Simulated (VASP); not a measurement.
Runs of VASP 6.6.1 on BaTiO3. The structure is that of space group Pm-3m (No. 221), or close to it. The cells are those of the table. 

```tsv
task	level	potentials or basis	U	cell	k mesh	cutoff (eV)	smearing	gap on the mesh (eV)	pressure (GPa)	relaxed volume (Å³/atom)
relaxation of cell and atoms	r2SCAN+U	VASP PAW PBE potentials, release 64 (Ba_sv, O, Ti_sv)	Ti d U = 2.0 eV	relaxed from a = 4.072 Å, 5 atoms	5 × 5 × 5	600	fermi-dirac 0.1 eV	(b)	0.0	12.99
relaxation of cell and atoms	r2SCAN	VASP PAW PBE potentials, release 64 (Ba_sv, O, Ti_sv)	-	relaxed from a = 4.072 Å, 5 atoms	5 × 5 × 5	600	fermi-dirac 0.1 eV	2.24	-0.1	(a)
single point	r2SCAN	VASP PAW PBE potentials, release 64 (Ba_sv, O_h, Ti_sv)	-	a = 3.994 Å, 5 atoms	6 × 6 × 6	1480	fermi-dirac 0.1 eV	2.16	1.9	-
single point	r2SCAN	VASP PAW PBE potentials, release 64 (Ba_sv, O, Ti_sv)	-	a = 3.994 Å, 5 atoms	5 × 5 × 5	520	tetrahedron	2.27	2.0	-
single point	r2SCAN	VASP PAW PBE potentials, release 64 (Ba_sv, O, Ti_sv)	-	a = 3.994 Å, 5 atoms	5 × 5 × 5	520	fermi-dirac 0.1 eV	2.27	2.0	-
```

Alike in all rows: no spin polarisation.

Problem. Fill in the values left out.

Solution. (a) 12.88; (b) 2.47.

Caveats: the PAW data sets were made with another functional, which shifts forces and pressure a little; spin-orbit coupling is left out, which moves the levels of the heavy elements; an odd mesh through Γ misses points on the zone boundary, where band edges can lie (at least some runs).

A k mesh can miss the band edges, and the runs leave out spin-orbit coupling on Ba.
